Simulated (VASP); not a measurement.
# LuAsF6 (R-3) in VASP: single point with PBEsol

Aim: the single point of LuAsF6 with PBEsol.

Program: VASP 6.6.1. These are calculated values, not measurements. Logs are shortened: lines on timing, memory, paths and dates and some standing lists are left out, and cuts for length are marked.

## 1. The cell of the first run

Symmetry: R-3, No. 148, trigonal system. Conventional cell: a = 5.772 Å, b = 5.772 Å, c = 14.479 Å, α = 90.00°, β = 90.00°, γ = 120.00°. Within 2.8 Å of Lu (site symmetry -3) lie 6 F at 2.13 Å. Within 2.7 Å of As (site symmetry -3) lie 6 F at 2.05 Å. Within 2.7 Å of F (site symmetry 1) lie 1 As at 2.05 Å and 1 Lu at 2.13 Å.

## 2. Single point, PBEsol

Input file INCAR:

```
PREC = Accurate
ENCUT = 520
EDIFF = 1E-7
ISMEAR = -1
SIGMA = 0.03
LREAL = False
LASPH = True
NELM = 80
ALGO = Normal
ISIF = 2
LWAVE = False
LCHARG = True
GGA = PS
LELF = True
LVHAR = True
NBANDS = 46
```

Input file KPOINTS:

```
Automatic mesh
0
Gamma
  6 6 6
```

Input file POSCAR:

```
LuAsF6
1.0
    2.8859484742      1.6662031284      4.8263507614
   -2.8859484742      1.6662031284      4.8263507614
    0.0000000000     -3.3324062569      4.8263507614
Lu As F
1 1 6
Direct
    0.5000000000      0.5000000000      0.5000000000
    0.0000000000      0.0000000000      0.0000000000
    0.6919689443      0.8182244350      0.2446197554
    0.8182244350      0.2446197554      0.6919689443
    0.7553802446      0.3080310557      0.1817755650
    0.1817755650      0.7553802446      0.3080310557
    0.3080310557      0.1817755650      0.7553802446
    0.2446197554      0.6919689443      0.8182244350
```

Potentials or basis: VASP PAW PBE potentials, release 64 (Lu, As, F).

Launch:

```
$ cat potpaw_PBE.64/Lu/POTCAR potpaw_PBE.64/As/POTCAR potpaw_PBE.64/F/POTCAR > POTCAR
$ mpirun -np 1 vasp_std > vasp.out
```

OUTCAR:

```text
PREC = Accurate
   ENCUT = 520
   EDIFF = 1E-7
   ISMEAR = -1
   LREAL = False
   LASPH = True
   NELM = 80
   ISIF = 2
   GGA = PS

 ion  position               nearest neighbor table
   1  0.500  0.500  0.500-   3 2.13   7 2.13   5 2.13   8 2.13   4 2.13   6 2.13
   2  0.000  0.000  0.000-   3 2.05   7 2.05   6 2.05   4 2.05   5 2.05   8 2.05
   3  0.692  0.818  0.245-   2 2.05   1 2.13
   4  0.818  0.245  0.692-   2 2.05   1 2.13
   5  0.755  0.308  0.182-   2 2.05   1 2.13
   6  0.182  0.755  0.308-   2 2.05   1 2.13
   7  0.308  0.182  0.755-   2 2.05   1 2.13
   8  0.245  0.692  0.818-   2 2.05   1 2.13

  LATTYP: Found a trigonal (rhomboedric) cell.
 ALAT       =     5.8650313838
 COS(alpha) =     0.5157535331

  Lattice vectors:

 A1 = (   2.8859484742,   1.6662031284,   4.8263507614)
 A2 = (  -2.8859484742,   1.6662031284,   4.8263507614)
 A3 = (   0.0000000000,  -3.3324062569,   4.8263507614)

Analysis of symmetry for initial positions (statically):
=====================================================================
 Subroutine PRICEL returns:
 Original cell was already a primitive cell.

 Routine SETGRP: Setting up the symmetry group for a
 trigonal (rhombohedral) supercell.

 Subroutine GETGRP returns: Found  6 space group operations
 (whereof  6 operations were pure point group operations)
 out of a pool of 12 trial point group operations.

The static configuration has the point symmetry S_6 .

Analysis of symmetry for dynamics (positions and initial velocities):
=====================================================================
 Subroutine PRICEL returns:
 Original cell was already a primitive cell.

 Routine SETGRP: Setting up the symmetry group for a
 trigonal (rhombohedral) supercell.

 Subroutine GETGRP returns: Found  6 space group operations
 (whereof  6 operations were pure point group operations)
 out of a pool of 12 trial point group operations.

The dynamic configuration has the point symmetry S_6 .

 Subroutine INISYM returns: Found  6 space group operations
 (whereof  6 operations are pure point group operations),
 and found     1 'primitive' translations

----------------------------------------------------------------------------------------

                                     Primitive cell
[... 100 lines left out ...]
   LASPH  =      T    aspherical Exc in radial PAW
   ENCUT  =  520.0 eV  38.22 Ry    6.18 a.u.  10.91 10.91 10.91*2*pi/ulx,y,z
   NELM   =     80;   NELMIN=  2; NELMDL= -5     # of ELM steps
   EDIFF  = 0.1E-06   stopping-criterion for ELM
   LREAL  =      F    real-space projection
   EDIFFG = 0.1E-05   stopping-criterion for IOM
   NSW    =      0    number of steps for IOM
   IBRION =     -1    ionic relax: 0-MD 1-quasi-New 2-CG
   NFREE  =      0    steps in history (QN), initial steepest desc. (CG)
   ISIF   =      2    stress and relaxation
   ISYM   =      2    0-nonsym 1-usesym 2-fastsym
   POTIM  = 0.5000    time-step for ionic-motion
   TEBEG  =    0.0;   TEEND  =   0.0 temperature during run
   PSTRESS=    0.0 pullay stress
   NELECT =      72.0000    total number of electrons
   NUPDOWN=      -1.0000    fix difference up-down
   EMIN   =  10.00;   EMAX   =-10.00  energy-range for DOS
   EFERMI =   0.00;   METHOD = LEGACY
   ISMEAR =    -1;   SIGMA  =   0.03  broadening in eV -4-tet -1-fermi 0-gaus
   EFERMI_NEDOS =   21; number of points for ismear=-14 and -15
   IALGO  =     38    algorithm
   IMIX   =      4    mixing-type and parameters
     AMIX     =   0.40;   BMIX     =  1.00
     AMIX_MAG =   1.60;   BMIX_MAG =  1.00
  volume/ion in A,a.u.               =      17.41       117.46
  Fermi-wavevector in a.u.,A,eV,Ry     =   1.313984  2.483070 23.491197  1.726554
  Thomas-Fermi vector in A             =   2.444269
   LORBIT       =      0    0 simple, 1 ext, 2 COOP (PROOUT), +10 PAW based schemes
   GGA     = PS    functional components
   LHFCALC =     F    Hartree Fock is set to
   AEXX    =    0.0000 exact exchange contribution
   IVDW    =     0    specifies the selected vdW correction
   LEPSILON=     F    determine dielectric tensor
   LRPA    =     F    only Hartree local field effects (RPA)
 non-spin polarized calculation
  energy-cutoff  :      520.00
  volume of cell :      139.25
 maximum number of plane-waves:      3777
 NGX is ok and might be reduce to    48
   NGX = 21   NGY = 21   NGZ = 21

 number of electron      71.9999990 magnetization

 Free energy of the ion-electron system (eV)
  ---------------------------------------------------
  ext. energy  EPLUGINS =         0.00000000
  ---------------------------------------------------
  free energy    TOTEN  =       -45.49143430 eV

  energy without entropy =      -45.49143430  energy(sigma->0) =      -45.49143430

 E-fermi :  -0.7924     XC(G=0):  -8.3365

 val. band max:       -1.5325492847   @ k =   0.5000   0.5000   0.5000
 cond. band min:       3.0563868307   @ k =   0.5000   0.0000  -0.0000
 fundamental gap:      4.5889361154
 Fermi energy:        -0.7923625216

 k-point     1 :       0.0000    0.0000    0.0000
  band No.  band energies     occupation
      1     -55.3134      2.00000
      2     -26.6144      2.00000
      3     -26.6144      2.00000
      4     -26.6120      2.00000
      5     -24.0372      2.00000
      6     -23.4002      2.00000
[... 1165 lines left out ...]
     45       8.4679      0.00000
     46       9.2118      0.00000

 [... further k-points ...]
[... 5 lines left out ...]
  --------------------------------------------------------------------------------------
  -------------------------------------------------------------------------------------
  Total        0.1403443      0.1403443      0.1221862      0.0000001     -0.0000000      0.0000000
  in kB        1.6148001      1.6148001      1.4058734      0.0000006     -0.0000000      0.0000000
  external PRESSURE =       1.5451579 kB  Pullay stress =       0.0000000 kB

 VOLUME and BASIS-vectors are now :
 -----------------------------------------------------------------------------
  energy-cutoff  :      520.00
  volume of cell :      139.25
      direct lattice vectors                 reciprocal lattice vectors
     2.885948474  1.666203128  4.826350761     0.173253266  0.100027820  0.069065294
    -2.885948474  1.666203128  4.826350761    -0.173253266  0.100027820  0.069065294
     0.000000000 -3.332406257  4.826350761     0.000000000 -0.200055640  0.069065294

 POSITION                                       TOTAL-FORCE (eV/Angst)
 -----------------------------------------------------------------------------------
      0.00000     -0.00000      7.23953         0.000000     -0.000000      0.000000
      0.00000      0.00000      0.00000         0.000000      0.000000      0.000000
     -0.36437      1.70112      8.46934        -0.013642      0.063243      0.046028
      1.65539     -0.53501      8.46934         0.061591     -0.019807      0.046028
      1.29103      1.16611      6.00971         0.047949      0.043436     -0.046028
     -1.65539      0.53501      6.00971        -0.061591      0.019807     -0.046028
      0.36437     -1.70112      6.00971         0.013642     -0.063243     -0.046028
     -1.29103     -1.16611      8.46934        -0.047949     -0.043436      0.046028
 -----------------------------------------------------------------------------------
    total drift:                                0.000000     -0.000000     -0.000000

  FREE ENERGIE OF THE ION-ELECTRON SYSTEM (eV)
  ---------------------------------------------------
  free  energy   TOTEN  =       -45.4914343031 eV

  energy  without entropy=      -45.4914343031  energy(sigma->0) =      -45.49143430
```

stdout:

```text
POSCAR found type information on POSCAR LuAsF
 POSCAR found :  3 types and       8 ions
 scaLAPACK will be used
 -----------------------------------------------------------------------------
|                                                                             |
|                                                                             |
|     You enforced a specific xc type in the INCAR file but a different       |
|     I HOPE YOU KNOW WHAT YOU ARE DOING!                                     |
|                                                                             |
 -----------------------------------------------------------------------------

 LDA part: xc-table for (Slater+PW92), standard interpolation
 POSCAR, INCAR and KPOINTS ok, starting setup
 FFT: planning ... GRIDC
 FFT: planning ... GRID_SOFT
 FFT: planning ... GRID
 WAVECAR not read
 entering main loop
```

It took 13 min on 1 thread of AMD EPYC 7R13, shared host; peak memory 0.45 GiB.

Results:

```yaml
Free_energy: -45.4914 eV
Pressure: 0.2 GPa
Largest_force: 0.079 eV/Å
Band_gap_on_the_k_mesh: 4.59 eV, indirect (least direct gap 4.62 eV)
```

Forces on the atoms (eV/Å):
```
Lu   0.000  0.000  0.000
As   0.000  0.000  0.000
F   -0.014  0.063  0.046
F    0.062 -0.020  0.046
F    0.048  0.043 -0.046
F   -0.062  0.020 -0.046
F    0.014 -0.063 -0.046
F   -0.048 -0.043  0.046
```

Caveat: the PAW data sets were made with another functional, which shifts forces and pressure a little; spin-orbit coupling is left out, which moves the levels of the heavy elements.
